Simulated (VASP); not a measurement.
Write the native input for VASP 6.6.1 that does the following.

| Quantity | Value |
| --- | --- |
| Task | single point |
| Functional | LDA |
| Potentials or basis | VASP PAW LDA potentials, release 64 (F) |
| Cutoff | 520 eV |
| k mesh | 17 × 17 × 17 |
| Occupations | fermi-dirac, width 0.05 eV |
| Spin | no spin polarisation |
| Dipole correction | no |
| k mesh for the DOS | 26 × 26 × 26 |
| Occupations for the DOS | tetrahedron |
| Further INCAR settings | ALGO = Normal; EDIFF = 1e-06; NBANDS = 10 |

The system is F.

```
CELL_PARAMETERS angstrom
0.00000 1.18872 1.18872
1.18872 0.00000 1.18872
1.18872 1.18872 0.00000
ATOMIC_POSITIONS crystal
F 0.00000 0.00000 0.00000
```

These files were run (other wordings do the same):

POSCAR

```
F
1.0
    0.0000000000      1.1887163893      1.1887163893
    1.1887163893      0.0000000000      1.1887163893
    1.1887163893      1.1887163893      0.0000000000
F
1
Direct
    0.0000000000      0.0000000000      0.0000000000
```

INCAR.step1

```
PREC = Accurate
ENCUT = 520
EDIFF = 1E-6
ISMEAR = -1
SIGMA = 0.05
LREAL = False
LASPH = True
NELM = 60
ALGO = Normal
ISIF = 2
LWAVE = False
LCHARG = True
NBANDS = 10
```

KPOINTS.step1

```
Automatic mesh
0
Gamma
  17 17 17
```

INCAR.step2

```
PREC = Accurate
ENCUT = 520
EDIFF = 1E-6
ISMEAR = -5
SIGMA = 0.05
LREAL = False
LASPH = True
NELM = 60
ALGO = Normal
ISIF = 2
LWAVE = False
LCHARG = False
LORBIT = 10
NBANDS = 10
NEDOS = 2001
ICHARG = 11
```

KPOINTS.step2

```
Automatic mesh
0
Gamma
  26 26 26
```

Potentials or basis: VASP PAW LDA potentials, release 64 (F).

Launch:

```console
$ cat potpaw_LDA.64/F/POTCAR > POTCAR
$ cp INCAR.step1 INCAR
$ cp KPOINTS.step1 KPOINTS
$ mpirun -np 1 vasp_std > vasp.out
$ cp INCAR.step2 INCAR
$ cp KPOINTS.step2 KPOINTS
$ mpirun -np 1 vasp_std > vasp.out
```

Results of the run:

| Quantity | Value |
| --- | --- |
| Valence electrons inside the program's atomic spheres | F 6.19 |

Caveat: an odd number of electrons without spin polarisation forces a metal; a magnetic or distorted state may lie lower.

Run time: 22 s on 1 thread of Intel Xeon 8259CL, with other jobs on the host, peak memory 0.12 GiB.
